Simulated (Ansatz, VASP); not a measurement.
# Two plane-wave programs on Sc5Al11N16

```xyz
32
Lattice="6.5230 0.0043 0.0102 -3.2578 5.6131 -0.0050 0.0158 0.0001 10.0611" Properties=species:S:1:pos:R:3 pbc="T T T"
Al    1.6691    0.9371    7.6012
Al   -1.5990    4.6715   -0.0684
Al    0.0229    3.7628    2.4741
Al    0.0310    3.7757    7.5801
Al    3.2883    1.8508   -0.0603
Al    4.8654    0.9235    2.5213
Al    3.2683    1.8740    5.0792
Al    4.8741    0.9168    7.5414
Al    1.5908    4.7088   -0.0251
Al    1.6348    4.6751    5.0352
Al    3.2565    3.7492    7.5793
Sc   -0.0448    1.8775   -0.0940
Sc    1.6878    0.9343    2.4153
Sc    0.0077    1.8785    4.9980
Sc   -1.6036    4.6708    5.0480
Sc    3.2592    3.7355    2.4189
N    -0.0918    1.9061    2.0238
N     1.7378    0.9857    4.4846
N     0.0140    1.8737    7.1441
N     1.7323    0.9019    9.5169
N    -1.5265    4.6042    1.8420
N     0.1089    3.8079    4.3781
N    -1.6220    4.6758    7.1254
N     0.0325    3.8546    9.4510
N     3.3940    1.8222    1.8116
N     4.7901    0.8850    4.4516
N     3.2721    1.8806    7.0090
N     4.8017    0.8725    9.4112
N     1.5408    4.7426    1.8699
N     3.1892    3.6953    4.5166
N     1.6429    4.6744    6.9650
N     3.2573    3.7553    9.5181
```

Alike in both runs: functional PBEsol; k mesh 4 × 4 × 3; no spin polarisation.

Ansatz relaxed the structure, and its values are those at the end. VASP's run is a single point on that final structure, the one shown.

|  | VASP | Ansatz |
| --- | --- | --- |
| version | VASP 6.6.1 | Ansatz 0.2.0 |
| potentials or method | VASP PAW PBE potentials, release 64 (Al, Sc_sv, N) | scalar-relativistic, plane waves, PAW |
| plane-wave cutoff (eV) | 520 | 420 |
| occupations | gaussian, width 0.01 eV | fixed |
| valence electrons in the cell | 168 | 168 |

|  | VASP | Ansatz | Ansatz less VASP |
| --- | --- | --- | --- |
| gap on the k mesh at the Fermi level (eV) | 3.46 | 3.44 | -0.012 |
| least direct gap on the mesh (eV) | 3.46 | 3.44 | -0.012 |
| pressure (GPa) | 0.3 | 0.0 | -0.28 |
| rms of the force components (eV/Å) | 0.021 | 0.000 | -0.0206 |

VASP's potentials were made for PBE, not for PBEsol.
